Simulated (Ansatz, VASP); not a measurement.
# Pt: VASP beside Ansatz

Contents of INCAR:

```
PREC     = Accurate       # precision mode
ENCUT    = 520            # plane-wave cutoff, eV
EDIFF    = 1E-6           # SCF threshold, eV
ISMEAR   = -1             # smearing method
SIGMA    = 0.1            # smearing width, eV
LREAL    = False          # projectors in reciprocal space
LASPH    = True           # aspherical terms in the spheres
NELM     = 100            # most SCF steps
ALGO     = Normal         # electronic algorithm
ISIF     = 2              # what is computed and relaxed
LWAVE    = False          # write WAVECAR
LCHARG   = True           # write CHGCAR
GGA      = RP             # functional
LELF     = True           # ELF
LVHAR    = True         
NBANDS   = 22             # bands
```

Contents of KPOINTS:

```
regular mesh
0
Gamma
  9 9 13
```

The input POSCAR:

```
Pt
1.0
    4.7362540482      0.0000000000      0.0000000000
   -2.3681270241      4.1017163245      0.0000000000
    0.0000000000      0.0000000000      2.8241443615
Pt
3
Direct
    0.0000000000      1.0000000000      0.0000000000
    0.3333333333      0.6666666667      0.5000000000
    0.6666666667      0.3333333333      0.5000000000
```

Input for Ansatz:

```yaml
crystal:
  lattice:
    - [4.7362540482, 0.0, 0.0]
    - [-2.3681270241, 4.1017163245, 0.0]
    - [0.0, 0.0, 2.8241443615]
  atoms:
    - { symbol: Pt, position: [0.0, 1.0, 0.0] }
    - { symbol: Pt, position: [0.3333333333, 0.6666666667, 0.5] }
    - { symbol: Pt, position: [0.6666666667, 0.3333333333, 0.5] }
hamiltonian:
  xc: rpbe
  pseudopotentials:
    kind: paw
    azcp:
      Pt: "pseudopotentials/Pt.paw.azcp"
basis:
  ecutwfc: 420
  fft_grid_basis: typed
kpoints:
  mp_grid: { grid: [9, 9, 13], shift: [0, 0, 0] }
magnetization:
  spin_polarized: false
scf:
  occupations: { method: fermi_dirac, width: 0.1 }
  lower_state_search: "off"
output:
  stress: true
```

Alike in both runs: task single point; functional RPBE; k mesh 9 × 9 × 13; occupations fermi-dirac, width 0.1 eV; no spin polarisation.

|  | VASP | Ansatz |
| --- | --- | --- |
| version | VASP 6.6.1 | Ansatz 0.2.0 |
| potentials or method | VASP PAW PBE potentials, release 64 (Pt), cutoff 520 eV | plane waves (420 eV) with PAW, scalar-relativistic |
| valence electrons in the cell | 30 | 54 |

```csv
,VASP,Ansatz,Ansatz less VASP
pressure (GPa),-18.0,-17.7,+0.26
"traceless stress, the component that is largest in VASP (GPa)",0.30,0.31,+0.013
```

VASP's potentials were made for PBE, not for RPBE. VASP's potentials hold 30 valence electrons a cell and Ansatz's 54, so a difference there can come from the potentials and not from the codes.

Neither program's run includes spin-orbit coupling.
